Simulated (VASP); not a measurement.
# Sc2Al (P6_3/mmc) in VASP: a series of runs

The runs below take Sc2Al through single point, with PBEsol.

Program: VASP 6.6.1. These are calculated values, not measurements. Logs are shortened: lines on timing, memory, paths and dates and some standing lists are left out, and cuts for length are marked.

**1. The cell of the first run**

Symmetry: P6_3/mmc, No. 194, hexagonal system. The conventional cell has a = 4.893 Å, b = 4.893 Å, c = 6.161 Å, α = 90.00°, β = 90.00°, γ = 120.00°. Sc (site symmetry -3m) has 8 Sc at 3.08 to 3.22 Å and 6 Al at 3.22 Å within 4.1 Å. Within 3.7 Å of Sc (site symmetry -6m2) lie 5 Al at 2.82 to 3.08 Å and 6 Sc at 3.22 Å. Al (site symmetry -6m2) has 11 Sc at 2.82 to 3.22 Å within 3.7 Å.

**2. Single point, PBEsol**

File INCAR:

```
SYSTEM = Sc2Al
ALGO = Fast
EDIFF = 1E-6
ENCUT = 520
GGA = PS
ISIF = 2
ISMEAR = 0
LASPH = .TRUE.
LCHARG = .FALSE.
LREAL = .FALSE.
LWAVE = .FALSE.
NBANDS = 34
NELM = 100
PREC = Accurate
SIGMA = 0.02
```

File KPOINTS:

```
k-points
0
G
  12 12 6
  0 0 0
```

File POSCAR:

```
Sc2Al
1.0
    4.8926114005      0.0000000000      0.0000000000
   -2.4463057002      4.2371257637      0.0000000000
    0.0000000000      0.0000000000      6.1614205700
Sc Al
4 2
Direct
    0.0000000000      0.0000000000      0.0000000000
    0.0000000000      0.0000000000      0.5000000000
    0.3333333333      0.6666666667      0.7500000000
    0.6666666667      0.3333333333      0.2500000000
    0.3333333333      0.6666666667      0.2500000000
    0.6666666667      0.3333333333      0.7500000000
```

Potentials or basis: VASP PAW PBE potentials, release 64 (Sc_sv, Al).

On the command line:

```console
$ cat potpaw_PBE.64/Sc_sv/POTCAR potpaw_PBE.64/Al/POTCAR > POTCAR
$ mpirun -np 1 vasp_std > vasp.out
```

OUTCAR:

```text
SYSTEM = Sc2Al
   EDIFF = 1E-6
   ENCUT = 520
   GGA = PS
   ISIF = 2
   ISMEAR = 0
   LASPH = .TRUE.
   LREAL = .FALSE.
   NELM = 100
   PREC = Accurate

 ion  position               nearest neighbor table
   1  0.000  0.000  0.000-   2 3.08   2 3.08   4 3.22   5 3.22   6 3.22   3 3.22   3 3.22   5 3.22
                             4 3.22   6 3.22   4 3.22   6 3.22   3 3.22   5 3.22
   2  0.000  0.000  0.500-   1 3.08   1 3.08   4 3.22   5 3.22   6 3.22   3 3.22   3 3.22   5 3.22
                             4 3.22   6 3.22   4 3.22   6 3.22   3 3.22   5 3.22
   3  0.333  0.667  0.750-   6 2.82   6 2.82   6 2.82   5 3.08   5 3.08   1 3.22   2 3.22   2 3.22
                             1 3.22   2 3.22   1 3.22
   4  0.667  0.333  0.250-   5 2.82   5 2.82   5 2.82   6 3.08   6 3.08   1 3.22   2 3.22   1 3.22
                             2 3.22   1 3.22   2 3.22
   5  0.333  0.667  0.250-   4 2.82   4 2.82   4 2.82   3 3.08   3 3.08   1 3.22   2 3.22   2 3.22
                             1 3.22   2 3.22   1 3.22
   6  0.667  0.333  0.750-   3 2.82   3 2.82   3 2.82   4 3.08   4 3.08   1 3.22   2 3.22   1 3.22
                             2 3.22   1 3.22   2 3.22

  LATTYP: Found a hexagonal cell.
 ALAT       =     4.8926114005
 C/A-ratio  =     1.2593316872

  Lattice vectors:

 A1 = (   4.8926114005,   0.0000000000,   0.0000000000)
 A2 = (  -2.4463057002,   4.2371257637,   0.0000000000)
 A3 = (   0.0000000000,   0.0000000000,   6.1614205700)

Analysis of symmetry for initial positions (statically):
=====================================================================
 Subroutine PRICEL returns:
 Original cell was already a primitive cell.

 Routine SETGRP: Setting up the symmetry group for a
 hexagonal supercell.

 Subroutine GETGRP returns: Found 24 space group operations
 (whereof 12 operations were pure point group operations)
 out of a pool of 24 trial point group operations.

The static configuration has the point symmetry D_3d.
 The point group associated with its full space group is D_6h.

Analysis of symmetry for dynamics (positions and initial velocities):
=====================================================================
 Subroutine PRICEL returns:
 Original cell was already a primitive cell.

 Routine SETGRP: Setting up the symmetry group for a
 hexagonal supercell.

 Subroutine GETGRP returns: Found 24 space group operations
 (whereof 12 operations were pure point group operations)
 out of a pool of 24 trial point group operations.

The dynamic configuration has the point symmetry D_3d.
 The point group associated with its full space group is D_6h.

 Subroutine INISYM returns: Found 24 space group operations
 (whereof 12 operations are pure point group operations),
 and found     1 'primitive' translations

----------------------------------------------------------------------------------------

                                     Primitive cell

  volume of cell :     127.7300

  direct lattice vectors                    reciprocal lattice vectors
     4.892611400  0.000000000  0.000000000     0.204389827  0.118004522  0.000000000
    -2.446305700  4.237125764  0.000000000     0.000000000  0.236009044  0.000000000
     0.000000000  0.000000000  6.161420570     0.000000000  0.000000000  0.162300234

  length of vectors
     4.892611400  4.892611400  6.161420570     0.236009044  0.236009044  0.162300234

  position of ions in fractional coordinates (direct lattice)
     0.000000000  0.000000000  0.000000000
     0.000000000  0.000000000  0.500000000
     0.333333333  0.666666667  0.750000000
     0.666666667  0.333333333  0.250000000
     0.333333333  0.666666667  0.250000000
     0.666666667  0.333333333  0.750000000

  ion indices of the primitive-cell ions
   primitive index   ion index
                 1           1
                 2           2
                 3           3
                 4           4
                 5           5
                 6           6

----------------------------------------------------------------------------------------

 KPOINTS: k-points

Automatic generation of k-mesh.
 Grid dimensions read from file:
 generate k-points for:   12   12    6

 Generating k-lattice:

  Cartesian coordinates                     Fractional coordinates (reciprocal lattice)
     0.017032486  0.009833710  0.000000000     0.083333333  0.000000000  0.000000000
     0.000000000  0.019667420  0.000000000     0.000000000  0.083333333  0.000000000
     0.000000000  0.000000000  0.027050039     0.000000000  0.000000000  0.166666667

  Length of vectors
     0.019667420  0.019667420  0.027050039

  Shift w.r.t. Gamma in fractional coordinates (k-lattice)
     0.000000000  0.000000000  0.000000000

 Subroutine IBZKPT returns following result:
 ===========================================

 Found     76 irreducible k-points:

 Following reciprocal coordinates:
            Coordinates               Weight
  0.000000  0.000000  0.000000      1.000000
  0.083333 -0.000000  0.000000      6.000000
  0.166667 -0.000000  0.000000      6.000000
  0.250000 -0.000000  0.000000      6.000000
  0.333333 -0.000000  0.000000      6.000000
  0.416667  0.000000  0.000000      6.000000
[... 16 lines left out ...]
  0.250000 -0.000000  0.166667     12.000000
  0.333333 -0.000000  0.166667     12.000000
 [... further k-points ...]
   k-points           NKPTS =     76   k-points in BZ     NKDIM =     76   number of bands    NBANDS=     34
   number of dos      NEDOS =    301   number of ions     NIONS =      6
   total plane-waves  NPLWV =  62208
   dimension x,y,z NGX =    36 NGY =   36 NGZ =   48
   dimension x,y,z NGXF=    72 NGYF=   72 NGZF=   96
   ions per type =               4   2
   NGX,Y,Z   is equivalent  to a cutoff of  12.23, 12.23, 12.95 a.u.
   NGXF,Y,Z  is equivalent  to a cutoff of  24.46, 24.46, 25.90 a.u.
 SYSTEM =  Sc2Al
   PREC   = accura    normal or accurate (medium, high low for compatibility)
   ISTART =      0    job   : 0-new  1-cont  2-samecut
   ICHARG =      2    charge: 1-file 2-atom 10-const
   ISPIN  =      1    spin polarized calculation?
   LNONCOLLINEAR =      F non collinear calculations
   LSORBIT =      F    spin-orbit coupling
   LASPH  =      T    aspherical Exc in radial PAW
   ENCUT  =  520.0 eV  38.22 Ry    6.18 a.u.   9.10  9.10 11.46*2*pi/ulx,y,z
   NELM   =    100;   NELMIN=  2; NELMDL= -5     # of ELM steps
   EDIFF  = 0.1E-05   stopping-criterion for ELM
   LREAL  =      F    real-space projection
   EDIFFG = 0.1E-04   stopping-criterion for IOM
   NSW    =      0    number of steps for IOM
   IBRION =     -1    ionic relax: 0-MD 1-quasi-New 2-CG
   NFREE  =      0    steps in history (QN), initial steepest desc. (CG)
   ISIF   =      2    stress and relaxation
   ISYM   =      2    0-nonsym 1-usesym 2-fastsym
   POTIM  = 0.5000    time-step for ionic-motion
   TEBEG  =    0.0;   TEEND  =   0.0 temperature during run
   PSTRESS=    0.0 pullay stress
   NELECT =      50.0000    total number of electrons
   NUPDOWN=      -1.0000    fix difference up-down
   EMIN   =  10.00;   EMAX   =-10.00  energy-range for DOS
   EFERMI =   0.00;   METHOD = LEGACY
   ISMEAR =     0;   SIGMA  =   0.02  broadening in eV -4-tet -1-fermi 0-gaus
   EFERMI_NEDOS =   21; number of points for ismear=-14 and -15
   IALGO  =     68    algorithm
   IMIX   =      4    mixing-type and parameters
     AMIX     =   0.40;   BMIX     =  1.00
     AMIX_MAG =   1.60;   BMIX_MAG =  1.00
  volume/ion in A,a.u.               =      21.29       143.66
  Fermi-wavevector in a.u.,A,eV,Ry     =   1.197569  2.263077 19.513086  1.434171
  Thomas-Fermi vector in A             =   2.333480
   LORBIT       =      0    0 simple, 1 ext, 2 COOP (PROOUT), +10 PAW based schemes
   GGA     = PS    functional components
   LHFCALC =     F    Hartree Fock is set to
   AEXX    =    0.0000 exact exchange contribution
   IVDW    =     0    specifies the selected vdW correction
   LEPSILON=     F    determine dielectric tensor
   LRPA    =     F    only Hartree local field effects (RPA)
 non-spin polarized calculation
 RMM-DIIS sequential band-by-band and
 Gauss-broadening in eV      SIGMA  =   0.02
  energy-cutoff  :      520.00
  volume of cell :      127.73
 maximum number of plane-waves:      3455
   NGX = 19   NGY = 19   NGZ = 23

 number of electron      50.0000002 magnetization

 Free energy of the ion-electron system (eV)
  ---------------------------------------------------
  ext. energy  EPLUGINS =         0.00000000
  ---------------------------------------------------
  free energy    TOTEN  =       -36.69938818 eV

  energy without entropy =      -36.69814825  energy(sigma->0) =      -36.69876821

 E-fermi :   4.7592     XC(G=0): -10.1864

 val. band max:        4.7581207683   @ k =   0.2500   0.0833   0.1667
 cond. band min:       4.7608967120   @ k =   0.1667  -0.0000   0.0000
 fundamental gap:      0.0027759437
 Fermi energy:         4.7592459870

 k-point     1 :       0.0000    0.0000    0.0000
  band No.  band energies     occupation
      1     -44.5557      2.00000
      2     -44.4948      2.00000
      3     -44.4885      2.00000
      4     -44.4701      2.00000
      5     -23.4081      2.00000
      6     -23.3787      2.00000
[... 26 lines left out ...]
     33       8.1384      0.00000
     34       9.0131      0.00000

 k-point     2 :       0.0833   -0.0000    0.0000
  band No.  band energies     occupation
      1     -44.5547      2.00000
      2     -44.4948      2.00000
      3     -44.4885      2.00000
      4     -44.4710      2.00000
      5     -23.4141      2.00000
      6     -23.3814      2.00000
[... 26 lines left out ...]
     33       7.5324      0.00000
     34       8.1681      0.00000

 k-point     3 :       0.1667   -0.0000    0.0000
  band No.  band energies     occupation
      1     -44.5520      2.00000
      2     -44.4948      2.00000
      3     -44.4886      2.00000
      4     -44.4736      2.00000
      5     -23.4290      2.00000
      6     -23.3883      2.00000
[... 26 lines left out ...]
     33       7.3259      0.00000
     34       7.3428      0.00000

 k-point     4 :       0.2500   -0.0000    0.0000
  band No.  band energies     occupation
      1     -44.5480      2.00000
      2     -44.4948      2.00000
      3     -44.4887      2.00000
      4     -44.4775      2.00000
      5     -23.4465      2.00000
      6     -23.3969      2.00000
[... 26 lines left out ...]
     33       7.0976      0.00000
     34       7.2205      0.00000

 k-point     5 :       0.3333   -0.0000    0.0000
  band No.  band energies     occupation
      1     -44.5435      2.00000
      2     -44.4948      2.00000
      3     -44.4889      2.00000
      4     -44.4817      2.00000
      5     -23.4614      2.00000
      6     -23.4050      2.00000
[... 621 lines left out ...]
 k-point    22 :       0.1667   -0.0000    0.1667
  band No.  band energies     occupation
      1     -44.5490      2.00000
      2     -44.5026      2.00000
      3     -44.4837      2.00000
      4     -44.4739      2.00000
      5     -23.4087      2.00000
      6     -23.3826      2.00000
[... 26 lines left out ...]
     33       7.2627      0.00000
     34       7.3127      0.00000

 k-point    23 :       0.2500   -0.0000    0.1667
  band No.  band energies     occupation
      1     -44.5451      2.00000
      2     -44.5014      2.00000
      3     -44.4849      2.00000
      4     -44.4776      2.00000
      5     -23.4267      2.00000
      6     -23.3909      2.00000
[... 26 lines left out ...]
     33       7.0209      0.00000
     34       7.5912      0.00000

 k-point    24 :       0.3333   -0.0000    0.1667
  band No.  band energies     occupation
      1     -44.5406      2.00000
      2     -44.5002      2.00000
      3     -44.4863      2.00000
      4     -44.4818      2.00000
      5     -23.4415      2.00000
      6     -23.3986      2.00000
[... 26 lines left out ...]
     33       6.7494      0.00000
     34       7.2175      0.00000

 [... further k-points ...]

------------------------ aborting loop because EDIFF is reached ----------------------------------------

  FORCE on cell =-STRESS in cart. coord.  units (eV):
  Direction    XX          YY          ZZ          XY          YZ          ZX
  --------------------------------------------------------------------------------------
  -------------------------------------------------------------------------------------
  Total       -1.4756394     -1.4756394     -1.8173115     -0.0000000      0.0000000      0.0000000
  in kB      -18.5096372    -18.5096372    -22.7953901     -0.0000000      0.0000000      0.0000000
  external PRESSURE =     -19.9382215 kB  Pullay stress =       0.0000000 kB

 VOLUME and BASIS-vectors are now :
 -----------------------------------------------------------------------------
  energy-cutoff  :      520.00
  volume of cell :      127.73
      direct lattice vectors                 reciprocal lattice vectors
     4.892611400  0.000000000  0.000000000     0.204389827  0.118004522  0.000000000
    -2.446305700  4.237125764  0.000000000     0.000000000  0.236009044  0.000000000
     0.000000000  0.000000000  6.161420570     0.000000000  0.000000000  0.162300234

 POSITION                                       TOTAL-FORCE (eV/Angst)
 -----------------------------------------------------------------------------------
      0.00000      0.00000      0.00000        -0.000000      0.000000     -0.000000
      0.00000      0.00000      3.08071        -0.000000      0.000000     -0.000000
     -0.00000      2.82475      4.62107         0.000000      0.000000     -0.000000
      2.44631      1.41238      1.54036         0.000000     -0.000000      0.000000
     -0.00000      2.82475      1.54036         0.000000     -0.000000     -0.000000
      2.44631      1.41238      4.62107        -0.000000      0.000000      0.000000
 -----------------------------------------------------------------------------------
    total drift:                               -0.000000      0.000000     -0.000000

  FREE ENERGIE OF THE ION-ELECTRON SYSTEM (eV)
  ---------------------------------------------------
  free  energy   TOTEN  =       -36.6993881836 eV

  energy  without entropy=      -36.6981482462  energy(sigma->0) =      -36.69876821
```

Wall time 3.4 min (1 thread of AMD EPYC 9R45 (Zen 5), shared host); peak memory 0.38 GiB.

Results:

```
Free energy            : -36.6994 eV
Pressure               : -2.0 GPa
Band gap on the k mesh : zero (bands 25 and 26 overlap by 0.72 eV)
```

Stress tensor (GPa, compression positive):
```
-1.85  0.00  0.00
 0.00 -1.85  0.00
 0.00  0.00 -2.28
```

Caveat: the PAW data sets were made with another functional, which shifts forces and pressure a little.

**3. Single point, PBEsol**

File INCAR:

```
SYSTEM = Sc2Al
PREC = Accurate ; ENCUT = 520
EDIFF = 1E-7 ; ISMEAR = 0
SIGMA = 0.3 ; LREAL = .FALSE.
LASPH = .TRUE. ; NELM = 100
ALGO = Fast ; ISIF = 2
LWAVE = .FALSE. ; LCHARG = .FALSE.
GGA = PS ; NBANDS = 34
```

File KPOINTS:

```
regular mesh
0
G
  12 12 6
  0 0 0
```

POSCAR is that of step 2.

Potentials or basis: VASP PAW PBE potentials, release 64 (Sc_sv, Al).

On the command line:

```console
$ cat potpaw_PBE.64/Sc_sv/POTCAR potpaw_PBE.64/Al/POTCAR > POTCAR
$ mpirun -np 1 vasp_std > vasp.out
```

Run time: 4.6 min. Hardware: 1 thread of AMD EPYC 9R45 (Zen 5), shared host; peak memory 0.38 GiB.

The run converged. Its results:

| Property | Result |
| --- | --- |
| Free energy | -36.8614 eV |
| Pressure | -1.9 GPa |
| Band gap on the k mesh | zero (bands 25 and 26 overlap by 0.72 eV) |

Levels at points of the mesh, in eV from the Fermi level:
```
           k point  band 21  band 22  band 23  band 24  band 25  band 26  band 27  band 28  band 29  band 30
(0.00, 0.00, 0.00)    -1.74    -0.63    -0.62    -0.62    -0.33    -0.33    -0.02    -0.02     1.85     2.03
(0.50, 0.00, 0.00)    -1.21    -1.10    -1.03    -0.81    -0.63     0.27     0.41     0.87     1.15     1.27
(0.00, 0.00, 0.50)    -1.42    -1.42    -1.02    -1.02     0.14     0.14     0.14     0.14     1.51     1.51
(0.50, 0.00, 0.50)    -1.09    -1.09    -0.84    -0.84     0.22     0.22     0.54     0.54     1.17     1.18
```

Caveat: so wide a smearing shifts energies and pressures; the PAW data sets were made with another functional, which shifts forces and pressure a little.
